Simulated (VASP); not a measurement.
A run of VASP 6.6.1 is set up as follows.

Contents of INCAR:

```
SYSTEM = CuO
ALGO     = Fast           ! electronic algorithm
EDIFF    = 1E-6           ! SCF threshold, eV
ENCUT    = 520            ! plane-wave cutoff, eV
GGA      = PS             ! functional
ISIF     = 2              ! what is computed and relaxed
ISMEAR   = 0              ! smearing method
LASPH    = .TRUE.         ! aspherical terms in the spheres
LCHARG   = .FALSE.        ! write CHGCAR
LREAL    = .FALSE.        ! projectors in reciprocal space
LWAVE    = .FALSE.        ! write WAVECAR
NBANDS   = 25             ! bands
NELM     = 60             ! most SCF steps
PREC     = Accurate       ! precision mode
SIGMA    = 0.1            ! smearing width, eV
```

KPOINTS

```
k-points
0
G
  16 16 10
  0 0 0
```

POSCAR

```
CuO
1.0
    2.3446500000     -1.7134000000      0.0000000000
    2.3446500000      1.7134000000      0.0000000000
   -0.8605500000      0.0000000000      5.0594400000
Cu O
2 2
Direct
    0.0032000000      0.4968000000      0.0000000000
    0.4968000000      0.0032000000      0.5000000000
    0.5714000000      0.4056000000      0.2537000000
    0.4056000000      0.5714000000      0.7537000000
```

Potentials or basis: VASP PAW PBE potentials, release 64 (Cu, O).

Launch:

```sh
$ cat potpaw_PBE.64/Cu/POTCAR potpaw_PBE.64/O/POTCAR > POTCAR
$ mpirun -np 1 vasp_std > vasp.out
```

Question: What does it give for the largest force?

Answer: 0.756 eV/Å.

Question: Estimate the band gap on the k mesh.

Answer: Zero (bands 17 and 18 overlap by 0.73 eV).

Question: Estimate the pressure.

Answer: -1.9 GPa.

Forces in eV/Å, atoms in the order of the input:
```
Cu  -0.615  0.336  0.237
Cu  -0.615 -0.336  0.237
O    0.615  0.371 -0.237
O    0.615 -0.371 -0.237
```

Caveat: the PAW data sets were made with another functional, which shifts forces and pressure a little; semilocal functionals often make such compounds metallic where correlation or magnetic order opens a gap, which also shifts bond lengths. With open d or f shells a metallic result of PBEsol can be an artefact of self-interaction; +U or a hybrid may open a gap.
